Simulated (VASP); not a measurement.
# ZnS (P6_3/mmc) in VASP: a series of runs

The runs below take ZnS through single point, with r2SCAN.

All numbers are computed with VASP 6.6.1; they aren't measurements. Logs are shortened: lines on timing, memory, paths and dates and some standing lists are left out, and cuts for length are marked.

### Step 1. The cell of the first run

The structure is hexagonal, space group P6_3/mmc (No. 194). The conventional cell has a = 3.946 Å, b = 3.946 Å, c = 5.880 Å, α = 90.00°, β = 90.00°, γ = 120.00°. Within 3.0 Å of Zn (site symmetry -6m2) lie 5 S at 2.28 to 2.94 Å. Within 3.0 Å of S (site symmetry -6m2) lie 5 Zn at 2.28 to 2.94 Å.

### Step 2. Single point, r2SCAN

Contents of POSCAR:

```
ZnS
1.0
    3.9463727220      0.0000000000      0.0000000000
   -1.9731863610      3.4176590300      0.0000000000
    0.0000000000      0.0000000000      5.8800538635
Zn S
2 2
Direct
    0.3333333333      0.6666666667      0.2500000000
    0.6666666667      0.3333333333      0.7500000000
    0.6666666667      0.3333333333      0.2500000000
    0.3333333333      0.6666666667      0.7500000000
```

Contents of INCAR.step1:

```
  ALGO = Normal
  EDIFF = 1E-4
  ENCUT = 520
  GGA = PE
  ISMEAR = 0
  LASPH = True
  LCHARG = False
  LREAL = False
  LWAVE = True
  NBANDS = 26
  NELM = 80
  PREC = Accurate
  SIGMA = 0.01
```

Contents of INCAR.step2:

```
  ALGO = Normal
  EDIFF = 1E-6
  ENCUT = 520
  ISIF = 2
  ISMEAR = 0
  ISTART = 1
  LASPH = True
  LCHARG = True
  LELF = True
  LMIXTAU = True
  LREAL = False
  LVHAR = True
  LWAVE = False
  METAGGA = R2SCAN
  NBANDS = 26
  NELM = 80
  PREC = Accurate
  SIGMA = 0.01
```

Contents of KPOINTS:

```
k-points
0
Gamma
  6 6 2
```

Potentials or basis: VASP PAW PBE potentials, release 64 (Zn, S).

Run with:

```
$ cat potpaw_PBE.64/Zn/POTCAR potpaw_PBE.64/S/POTCAR > POTCAR
$ cp INCAR.step1 INCAR
$ mpirun -np 1 vasp_std > vasp.out
$ cp INCAR.step2 INCAR
$ mpirun -np 1 vasp_std > vasp.out
```

OUTCAR:

```text
EDIFF = 1E-6
   ENCUT = 520
   ISIF = 2
   ISMEAR = 0
   ISTART = 1
   LASPH = True
   LREAL = False
   METAGGA = R2SCAN
   NELM = 80
   PREC = Accurate

 ion  position               nearest neighbor table
   1  0.333  0.667  0.250-   3 2.28   3 2.28   3 2.28
   2  0.667  0.333  0.750-   4 2.28   4 2.28   4 2.28
   3  0.667  0.333  0.250-   1 2.28   1 2.28   1 2.28
   4  0.333  0.667  0.750-   2 2.28   2 2.28   2 2.28

  LATTYP: Found a hexagonal cell.
 ALAT       =     3.9463727220
 C/A-ratio  =     1.4899894860

  Lattice vectors:

 A1 = (   3.9463727220,   0.0000000000,   0.0000000000)
 A2 = (  -1.9731863610,   3.4176590300,   0.0000000000)
 A3 = (   0.0000000000,   0.0000000000,   5.8800538635)

Analysis of symmetry for initial positions (statically):
=====================================================================
 Subroutine PRICEL returns:
 Original cell was already a primitive cell.

 Routine SETGRP: Setting up the symmetry group for a
 hexagonal supercell.

 Subroutine GETGRP returns: Found 24 space group operations
 (whereof 12 operations were pure point group operations)
 out of a pool of 24 trial point group operations.

The static configuration has the point symmetry D_3d.
 The point group associated with its full space group is D_6h.

Analysis of symmetry for dynamics (positions and initial velocities):
=====================================================================
 Subroutine PRICEL returns:
 Original cell was already a primitive cell.

 Routine SETGRP: Setting up the symmetry group for a
 hexagonal supercell.

 Subroutine GETGRP returns: Found 24 space group operations
 (whereof 12 operations were pure point group operations)
 out of a pool of 24 trial point group operations.

The dynamic configuration has the point symmetry D_3d.
 The point group associated with its full space group is D_6h.

 Subroutine INISYM returns: Found 24 space group operations
 (whereof 12 operations are pure point group operations),
 and found     1 'primitive' translations

----------------------------------------------------------------------------------------

                                     Primitive cell

[... 78 lines left out ...]
   LNONCOLLINEAR =      F non collinear calculations
   LSORBIT =      F    spin-orbit coupling
   LASPH  =      T    aspherical Exc in radial PAW
   ENCUT  =  520.0 eV  38.22 Ry    6.18 a.u.   7.34  7.34 10.93*2*pi/ulx,y,z
   NELM   =     80;   NELMIN=  2; NELMDL=  0     # of ELM steps
   EDIFF  = 0.1E-05   stopping-criterion for ELM
   LREAL  =      F    real-space projection
   EDIFFG = 0.1E-04   stopping-criterion for IOM
   NSW    =      0    number of steps for IOM
   IBRION =     -1    ionic relax: 0-MD 1-quasi-New 2-CG
   NFREE  =      0    steps in history (QN), initial steepest desc. (CG)
   ISIF   =      2    stress and relaxation
   ISYM   =      2    0-nonsym 1-usesym 2-fastsym
   POTIM  = 0.5000    time-step for ionic-motion
   TEBEG  =    0.0;   TEEND  =   0.0 temperature during run
   PSTRESS=    0.0 pullay stress
   NELECT =      36.0000    total number of electrons
   NUPDOWN=      -1.0000    fix difference up-down
   EMIN   =  10.00;   EMAX   =-10.00  energy-range for DOS
   EFERMI =   0.00;   METHOD = LEGACY
   ISMEAR =     0;   SIGMA  =   0.01  broadening in eV -4-tet -1-fermi 0-gaus
   EFERMI_NEDOS =   21; number of points for ismear=-14 and -15
   IALGO  =     38    algorithm
   IMIX   =      4    mixing-type and parameters
     AMIX     =   0.40;   BMIX     =  1.00
     AMIX_MAG =   1.60;   BMIX_MAG =  1.00
  volume/ion in A,a.u.               =      19.83       133.80
  Fermi-wavevector in a.u.,A,eV,Ry     =   1.258171  2.377598 21.537939  1.582994
  Thomas-Fermi vector in A             =   2.391794
   LORBIT       =      0    0 simple, 1 ext, 2 COOP (PROOUT), +10 PAW based schemes
   METAGGA = R2SCAN    functional components
   LHFCALC =     F    Hartree Fock is set to
   AEXX    =    0.0000 exact exchange contribution
   IVDW    =     0    specifies the selected vdW correction
   LEPSILON=     F    determine dielectric tensor
   LRPA    =     F    only Hartree local field effects (RPA)
 non-spin polarized calculation
 Gauss-broadening in eV      SIGMA  =   0.01
  energy-cutoff  :      520.00
  volume of cell :       79.31
 maximum number of plane-waves:      2175
 NGX is ok and might be reduce to    30
   NGX = 15   NGY = 15   NGZ = 21

 number of electron      35.9999956 magnetization

 Free energy of the ion-electron system (eV)
  ---------------------------------------------------
  ext. energy  EPLUGINS =         0.00000000
  ---------------------------------------------------
  free energy    TOTEN  =       -37.00567438 eV

  energy without entropy =      -37.00567438  energy(sigma->0) =      -37.00567438

 E-fermi :   2.0746     XC(G=0): -10.2543

 val. band max:        1.9544199137   @ k =   0.0000   0.0000   0.0000
 cond. band min:       3.9034407857   @ k =   0.0000   0.0000   0.0000
 fundamental gap:      1.9490208721
 Fermi energy:         2.0745866370

 k-point     1 :       0.0000    0.0000    0.0000
  band No.  band energies     occupation
      1     -11.8213      2.00000
      2     -10.7758      2.00000
      3      -4.9423      2.00000
      4      -4.9422      2.00000
      5      -4.9080      2.00000
      6      -4.9078      2.00000
[... 395 lines left out ...]
     25      11.5590      0.00000
     26      11.5590      0.00000

------------------------ aborting loop because EDIFF is reached ----------------------------------------

  FORCE on cell =-STRESS in cart. coord.  units (eV):
  Direction    XX          YY          ZZ          XY          YZ          ZX
  --------------------------------------------------------------------------------------
  -------------------------------------------------------------------------------------
  Total       -0.0014975     -0.0014975      0.1998886      0.0000000     -0.0000000     -0.0000000
  in kB       -0.0302530     -0.0302530      4.0382248      0.0000000     -0.0000000     -0.0000000
  external PRESSURE =       1.3259063 kB  Pullay stress =       0.0000000 kB

 VOLUME and BASIS-vectors are now :
 -----------------------------------------------------------------------------
  energy-cutoff  :      520.00
  volume of cell :       79.31
      direct lattice vectors                 reciprocal lattice vectors
     3.946372722  0.000000000  0.000000000     0.253397251  0.146298971  0.000000000
    -1.973186361  3.417659030  0.000000000     0.000000000  0.292597942  0.000000000
     0.000000000  0.000000000  5.880053863     0.000000000  0.000000000  0.170066469

 POSITION                                       TOTAL-FORCE (eV/Angst)
 -----------------------------------------------------------------------------------
     -0.00000      2.27844      1.47001         0.000000     -0.000000      0.000000
      1.97319      1.13922      4.41004         0.000000     -0.000000      0.000000
      1.97319      1.13922      1.47001        -0.000000      0.000000      0.000000
     -0.00000      2.27844      4.41004        -0.000000      0.000000      0.000000
 -----------------------------------------------------------------------------------
    total drift:                                0.000000     -0.000000      0.000000

  FREE ENERGIE OF THE ION-ELECTRON SYSTEM (eV)
  ---------------------------------------------------
  free  energy   TOTEN  =       -37.0056743783 eV

  energy  without entropy=      -37.0056743783  energy(sigma->0) =      -37.00567438
```

Wall time 61 s (1 thread of Intel Xeon 6975P-C (Granite Rapids), shared host); peak memory 0.21 GiB.

Results:

* Free energy: -37.0057 eV
* Pressure: 0.1 GPa
* Band gap on the k mesh: 1.95 eV, direct

Levels at points of the mesh, in eV from the valence-band top:
```
           k point  band 15  band 16  band 17  band 18  band 19  band 20  band 21  band 22
(0.00, 0.00, 0.00)    -1.21    -0.43    -0.43     0.00     1.95     2.57     6.16     6.16
(0.50, 0.00, 0.00)    -2.80    -2.59    -1.68    -1.16     2.95     4.60     5.88     8.54
(0.00, 0.00, 0.50)    -0.82    -0.82    -0.82    -0.82     3.20     3.20     6.48     6.48
(0.50, 0.00, 0.50)    -2.27    -2.27    -0.77    -0.77     4.03     4.03     4.96     4.96
```

Caveat: the k points lie up to 0.53 Å⁻¹ apart; the PAW data sets were made with another functional, which shifts forces and pressure a little. r2SCAN opens gaps a little over a GGA but as a rule still falls short of measured ones.

### Step 3. Single point, r2SCAN

POSCAR is that of step 2.

Contents of INCAR.step1:

```
PREC = Accurate
ENCUT = 520
ISMEAR = 0
SIGMA = 0.01
LREAL = False
LASPH = True
NELM = 60
NBANDS = 26
GGA = PE
ALGO = Normal
EDIFF = 1E-4
LWAVE = True
LCHARG = False
```

Contents of INCAR.step2:

```
PREC = Accurate
ENCUT = 520
EDIFF = 1E-6
ISMEAR = 0
SIGMA = 0.01
LREAL = False
LASPH = True
NELM = 60
ALGO = Normal
ISIF = 2
LWAVE = False
LCHARG = False
METAGGA = R2SCAN
LMIXTAU = True
NBANDS = 26
ISTART = 1
```

Contents of KPOINTS:

```
regular mesh
0
Gamma
  6 6 4
```

Potentials or basis: VASP PAW PBE potentials, release 64 (Zn, S).

Run with:

```
$ cat potpaw_PBE.64/Zn/POTCAR potpaw_PBE.64/S/POTCAR > POTCAR
$ cp INCAR.step1 INCAR
$ mpirun -np 1 vasp_std > vasp.out
$ cp INCAR.step2 INCAR
$ mpirun -np 1 vasp_std > vasp.out
```

Run time: 100 s. Hardware: 1 thread of Intel Xeon 6975P-C (Granite Rapids), shared host; peak memory 0.22 GiB.

Results (log left out):

* Free energy: -37.0190 eV
* Pressure: 0.1 GPa
* Band gap on the k mesh: 1.95 eV, direct

Levels at points of the mesh, in eV from the valence-band top:
| k point | band 14 | band 15 | band 16 | band 17 | band 18 | band 19 | band 20 | band 21 | band 22 | band 23 |
| --- | --- | --- | --- | --- | --- | --- | --- | --- | --- | --- |
| (0.00, 0.00, 0.00) | -1.21 | -1.21 | -0.43 | -0.43 | 0.00 | 1.95 | 2.57 | 6.16 | 6.16 | 7.46 |
| (0.50, 0.00, 0.00) | -4.48 | -2.80 | -2.59 | -1.68 | -1.16 | 2.95 | 4.60 | 5.88 | 8.54 | 8.71 |
| (0.00, 0.00, 0.50) | -2.32 | -0.82 | -0.82 | -0.82 | -0.82 | 3.20 | 3.20 | 6.49 | 6.49 | 6.49 |
| (0.50, 0.00, 0.50) | -5.09 | -2.27 | -2.27 | -0.77 | -0.77 | 4.03 | 4.03 | 4.96 | 4.96 | 9.68 |

Caveat: the PAW data sets were made with another functional, which shifts forces and pressure a little.
